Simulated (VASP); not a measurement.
# LuHf4O (P4/mmm) in VASP: further runs, part 3 of 3

VASP 6.6.1. The steps go on from the part before.

## 5. Single point, PBE

File INCAR:

```
PREC = Accurate ; ENCUT = 520
EDIFF = 1E-6 ; ISMEAR = 0
SIGMA = 0.1 ; LREAL = F
LASPH = T ; NELM = 100
ALGO = Normal ; ISIF = 2
LWAVE = F ; LCHARG = F
GGA = PE ; NBANDS = 44
```

File KPOINTS:

```
Automatic mesh
0
Gamma
  10 10 6
```

File POSCAR:

```
LuHf4O
1.0
    4.0689210883      0.0000000000      0.0000000000
    0.0000000000      4.0689210883      0.0000000000
    0.0000000000      0.0000000000      8.1651610822
Lu Hf O
1 4 1
Direct
    0.5000000000      0.5000000000      0.5000000000
    0.5000000000      0.0000000000      0.8240277704
    0.0000000000      0.5000000000      0.1759722296
    0.5000000000      0.0000000000      0.1759722296
    0.0000000000      0.5000000000      0.8240277704
    0.0000000000      0.0000000000      0.0000000000
```

Potentials or basis: VASP PAW PBE potentials, release 64 (Lu, Hf_pv, O).

Started as:

```console
cat potpaw_PBE.64/Lu/POTCAR potpaw_PBE.64/Hf_pv/POTCAR potpaw_PBE.64/O/POTCAR > POTCAR
mpirun -np 1 vasp_std > vasp.out
```

OUTCAR:

```text
PREC = Accurate
   ENCUT = 520
   EDIFF = 1E-6
   ISMEAR = 0
   LREAL = F
   LASPH = T
   NELM = 100
   ISIF = 2
   GGA = PE

 ion  position               nearest neighbor table
   1  0.500  0.500  0.500-   2 3.34   3 3.34   4 3.34   5 3.34   2 3.34   4 3.34   3 3.34   5 3.34

   2  0.500  0.000  0.824-   6 2.49   6 2.49   4 2.87   5 2.88   5 2.88   5 2.88   5 2.88   1 3.34
                             1 3.34
   3  0.000  0.500  0.176-   6 2.49   6 2.49   5 2.87   4 2.88   4 2.88   4 2.88   4 2.88   1 3.34
                             1 3.34
   4  0.500  0.000  0.176-   6 2.49   6 2.49   2 2.87   3 2.88   3 2.88   3 2.88   3 2.88   1 3.34
                             1 3.34
   5  0.000  0.500  0.824-   6 2.49   6 2.49   3 2.87   2 2.88   2 2.88   2 2.88   2 2.88   1 3.34
                             1 3.34
   6  0.000  0.000  0.000-   2 2.49   3 2.49   4 2.49   5 2.49   3 2.49   5 2.49   2 2.49   4 2.49

  LATTYP: Found a simple tetragonal cell.
 ALAT       =     4.0689210883
 C/A-ratio  =     2.0067140416

  Lattice vectors:

 A1 = (   4.0689210883,   0.0000000000,   0.0000000000)
 A2 = (   0.0000000000,   4.0689210883,   0.0000000000)
 A3 = (   0.0000000000,   0.0000000000,   8.1651610822)

Analysis of symmetry for initial positions (statically):
=====================================================================
 Subroutine PRICEL returns:
 Original cell was already a primitive cell.

 Routine SETGRP: Setting up the symmetry group for a
 simple tetragonal supercell.

 Subroutine GETGRP returns: Found 16 space group operations
 (whereof 16 operations were pure point group operations)
 out of a pool of 16 trial point group operations.

The static configuration has the point symmetry D_4h.

Analysis of symmetry for dynamics (positions and initial velocities):
=====================================================================
 Subroutine PRICEL returns:
 Original cell was already a primitive cell.

 Routine SETGRP: Setting up the symmetry group for a
 simple tetragonal supercell.

 Subroutine GETGRP returns: Found 16 space group operations
 (whereof 16 operations were pure point group operations)
 out of a pool of 16 trial point group operations.

The dynamic configuration has the point symmetry D_4h.

 Subroutine INISYM returns: Found 16 space group operations
 (whereof 16 operations are pure point group operations),
 and found     1 'primitive' translations

----------------------------------------------------------------------------------------

                                     Primitive cell

  volume of cell :     135.1834

  direct lattice vectors                    reciprocal lattice vectors
     4.068921088  0.000000000  0.000000000     0.245765395  0.000000000  0.000000000
     0.000000000  4.068921088  0.000000000     0.000000000  0.245765395  0.000000000
     0.000000000  0.000000000  8.165161082     0.000000000  0.000000000  0.122471558

  length of vectors
     4.068921088  4.068921088  8.165161082     0.245765395  0.245765395  0.122471558

  position of ions in fractional coordinates (direct lattice)
     0.500000000  0.500000000  0.500000000
     0.500000000  0.000000000  0.824027770
     0.000000000  0.500000000  0.175972230
     0.500000000  0.000000000  0.175972230
     0.000000000  0.500000000  0.824027770
     0.000000000  0.000000000  0.000000000

[... 29 lines left out ...]

 Subroutine IBZKPT returns following result:
 ===========================================

 Found     84 irreducible k-points:

 Following reciprocal coordinates:
            Coordinates               Weight
  0.000000  0.000000  0.000000      1.000000
  0.100000  0.000000  0.000000      4.000000
  0.200000  0.000000  0.000000      4.000000
  0.300000  0.000000  0.000000      4.000000
  0.400000  0.000000  0.000000      4.000000
  0.500000  0.000000  0.000000      2.000000
[... 16 lines left out ...]
  0.100000  0.000000  0.166667      8.000000
  0.200000  0.000000  0.166667      8.000000
 [... further k-points ...]
   k-points           NKPTS =     84   k-points in BZ     NKDIM =     84   number of bands    NBANDS=     44
   number of dos      NEDOS =    301   number of ions     NIONS =      6
   total plane-waves  NPLWV =  57600
   dimension x,y,z NGX =    30 NGY =   30 NGZ =   64
   dimension x,y,z NGXF=    60 NGYF=   60 NGZF=  128
   ions per type =               1   4   1
   NGX,Y,Z   is equivalent  to a cutoff of  12.26, 12.26, 13.03 a.u.
   NGXF,Y,Z  is equivalent  to a cutoff of  24.51, 24.51, 26.06 a.u.
 SYSTEM =  unknown system
   PREC   = accura    normal or accurate (medium, high low for compatibility)
   ISTART =      0    job   : 0-new  1-cont  2-samecut
   ICHARG =      2    charge: 1-file 2-atom 10-const
   ISPIN  =      1    spin polarized calculation?
   LNONCOLLINEAR =      F non collinear calculations
   LSORBIT =      F    spin-orbit coupling
   LASPH  =      T    aspherical Exc in radial PAW
   ENCUT  =  520.0 eV  38.22 Ry    6.18 a.u.   7.57  7.57 15.18*2*pi/ulx,y,z
   NELM   =    100;   NELMIN=  2; NELMDL= -5     # of ELM steps
   EDIFF  = 0.1E-05   stopping-criterion for ELM
   LREAL  =      F    real-space projection
[... 7 lines left out ...]
   TEBEG  =    0.0;   TEEND  =   0.0 temperature during run
   PSTRESS=    0.0 pullay stress
   NELECT =      71.0000    total number of electrons
   NUPDOWN=      -1.0000    fix difference up-down
   EMIN   =  10.00;   EMAX   =-10.00  energy-range for DOS
   EFERMI =   0.00;   METHOD = LEGACY
   ISMEAR =     0;   SIGMA  =   0.10  broadening in eV -4-tet -1-fermi 0-gaus
   EFERMI_NEDOS =   21; number of points for ismear=-14 and -15
   IALGO  =     38    algorithm
   IMIX   =      4    mixing-type and parameters
     AMIX     =   0.40;   BMIX     =  1.00
     AMIX_MAG =   1.60;   BMIX_MAG =  1.00
  volume/ion in A,a.u.               =      22.53       152.04
  Fermi-wavevector in a.u.,A,eV,Ry     =   1.320849  2.496043 23.737298  1.744642
  Thomas-Fermi vector in A             =   2.450645
   LORBIT       =      0    0 simple, 1 ext, 2 COOP (PROOUT), +10 PAW based schemes
   GGA     = PE    functional components
   LHFCALC =     F    Hartree Fock is set to
   AEXX    =    0.0000 exact exchange contribution
   IVDW    =     0    specifies the selected vdW correction
   LEPSILON=     F    determine dielectric tensor
   LRPA    =     F    only Hartree local field effects (RPA)
 non-spin polarized calculation
 Gauss-broadening in eV      SIGMA  =   0.10
  energy-cutoff  :      520.00
  volume of cell :      135.18
 maximum number of plane-waves:      3679
   NGX = 15   NGY = 15   NGZ = 31

 number of electron      71.0000029 magnetization

 Free energy of the ion-electron system (eV)
  ---------------------------------------------------
  ext. energy  EPLUGINS =         0.00000000
  ---------------------------------------------------
  free energy    TOTEN  =       -48.24490240 eV

  energy without entropy =      -48.21421704  energy(sigma->0) =      -48.22955972

 E-fermi :   3.7389     XC(G=0): -10.6887

 val. band max:        3.7305370882   @ k =   0.2000   0.0000   0.3333
 cond. band min:       3.7526807197   @ k =   0.4000   0.3000   0.0000
 fundamental gap:      0.0221436315
 Fermi energy:         3.7389389694

 k-point     1 :       0.0000    0.0000    0.0000
  band No.  band energies     occupation
      1     -52.6883      2.00000
      2     -27.2917      2.00000
      3     -27.2917      2.00000
      4     -27.2445      2.00000
      5     -27.2136      2.00000
      6     -27.2136      2.00000
[... 1117 lines left out ...]
     43       6.4777      0.00000
     44       6.5773      0.00000

 [... further k-points ...]

------------------------ aborting loop because EDIFF is reached ----------------------------------------

  FORCE on cell =-STRESS in cart. coord.  units (eV):
  Direction    XX          YY          ZZ          XY          YZ          ZX
  --------------------------------------------------------------------------------------
  -------------------------------------------------------------------------------------
  Total       -0.4465383     -0.4465383     -0.3866037      0.0000000      0.0000000     -0.0000000
  in kB       -5.2923185     -5.2923185     -4.5819811      0.0000000      0.0000000     -0.0000000
  external PRESSURE =      -5.0555394 kB  Pullay stress =       0.0000000 kB

 VOLUME and BASIS-vectors are now :
 -----------------------------------------------------------------------------
  energy-cutoff  :      520.00
  volume of cell :      135.18
      direct lattice vectors                 reciprocal lattice vectors
     4.068921088  0.000000000  0.000000000     0.245765395  0.000000000  0.000000000
     0.000000000  4.068921088  0.000000000     0.000000000  0.245765395  0.000000000
     0.000000000  0.000000000  8.165161082     0.000000000  0.000000000  0.122471558

 POSITION                                       TOTAL-FORCE (eV/Angst)
 -----------------------------------------------------------------------------------
      2.03446      2.03446      4.08258         0.000000     -0.000000      0.000000
      2.03446      0.00000      6.72832         0.000000      0.000000      0.061006
      0.00000      2.03446      1.43684        -0.000000     -0.000000     -0.061006
      2.03446      0.00000      1.43684         0.000000      0.000000     -0.061006
      0.00000      2.03446      6.72832        -0.000000     -0.000000      0.061006
      0.00000      0.00000      0.00000         0.000000     -0.000000      0.000000
 -----------------------------------------------------------------------------------
    total drift:                                0.000000      0.000000      0.000000

  FREE ENERGIE OF THE ION-ELECTRON SYSTEM (eV)
  ---------------------------------------------------
  free  energy   TOTEN  =       -48.2449024036 eV

  energy  without entropy=      -48.2142170419  energy(sigma->0) =      -48.22955972
```

stdout:

```text
POSCAR found type information on POSCAR LuHfO
 POSCAR found :  3 types and       6 ions
 scaLAPACK will be used
 LDA part: xc-table for (Slater+PW92), standard interpolation
 POSCAR, INCAR and KPOINTS ok, starting setup
 FFT: planning ... GRIDC
 FFT: planning ... GRID_SOFT
 FFT: planning ... GRID
 WAVECAR not read
 entering main loop
```

Run time: 4.8 min. Hardware: 1 thread of Intel Xeon 6975P-C (Granite Rapids), shared host; peak memory 0.57 GiB.

What came out:

```
Free energy            : -48.2449 eV
Pressure               : -0.5 GPa
Largest force          : 0.061 eV/Å
Band gap on the k mesh : zero (an odd number of electrons rules out a gap without spin polarisation)
```

Forces in eV/Å, atoms in the order of the input:
```
Lu   0.000  0.000  0.000
Hf   0.000  0.000  0.061
Hf   0.000  0.000 -0.061
Hf   0.000  0.000 -0.061
Hf   0.000  0.000  0.061
O    0.000  0.000  0.000
```

Caveat: spin-orbit coupling is left out, which moves the levels of the heavy elements; an odd number of electrons without spin polarisation forces a metal; a magnetic or distorted state may lie lower.

## 6. Summary

```tsv
task	cell	k mesh	cutoff (eV)	gap on the mesh (eV)	pressure (GPa)	largest force (eV/Å)
single point	a = 4.064, b = 4.064, c = 8.187 Å, 6 atoms, atomic positions A	4 × 4 × 4	520	none	-0.4	0.06
single point	a = 4.097, b = 4.097, c = 5.801 Å, 6 atoms, atomic positions B	4 × 4 × 4	520	none	39.7	3.84
relaxation of cell and atoms	relaxed from a = 4.097, b = 4.097, c = 5.801 Å, 6 atoms, atomic positions B	4 × 4 × 4	600	none	-0.1	0.03
single point	a = 4.069, b = 4.069, c = 8.165 Å, 6 atoms, atomic positions A	10 × 10 × 6	520	none	-0.5	0.06
```

Alike in all rows: level PBE; potentials or basis VASP PAW PBE potentials, release 64 (Lu, Hf_pv, O); no spin polarisation; smearing gaussian 0.1 eV.

Caveats: some runs use coarse meshes; spin-orbit coupling is left out, which moves the levels of the heavy elements; an odd number of electrons without spin polarisation forces a metal; a magnetic or distorted state may lie lower.

Absolute energies hang on the potentials; compare differences alone.
